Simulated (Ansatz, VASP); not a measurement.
**One calculation of Ge, two programs**

```
Ge
1.0
     3.99728    0.00000    0.00000
    -1.99864    3.46175    0.00000
     0.00000    0.00000    6.69253
Ge
4
Direct
  0.66667 0.33333 0.06279
  0.33333 0.66667 0.56279
  0.66667 0.33333 0.43721
  0.33333 0.66667 0.93721
```

Change from the starting cell: strain -0.015 along x and y, +0.000 along z, atoms carried along.

Alike in both runs: task single point; functional PBE; k mesh 12 × 12 × 8; occupations gaussian, width 0.15 eV; no spin polarisation.

|  | VASP | Ansatz |
| --- | --- | --- |
| version | VASP 6.6.1 | Ansatz 0.2.0 |
| potentials or method | VASP PAW PBE potentials, release 64 (Ge_d), cutoff 520 eV | scalar-relativistic, plane waves, PAW |
| valence electrons in the cell | 56 | 56 |

```tsv
	VASP	Ansatz	Ansatz less VASP
gap on the k mesh at the Fermi level (eV)	none	none	-
pressure (GPa)	1.9	2.0	+0.01
traceless stress, the component that is largest in VASP (GPa)	-1.66	-1.67	-0.004
rms of the force components (eV/Å)	0.083	0.083	-0.0004
```

Atom by atom the forces differ by 0.000 eV/Å (rms over components). A gap of «none» marks a metal or a gap that the smearing closes.
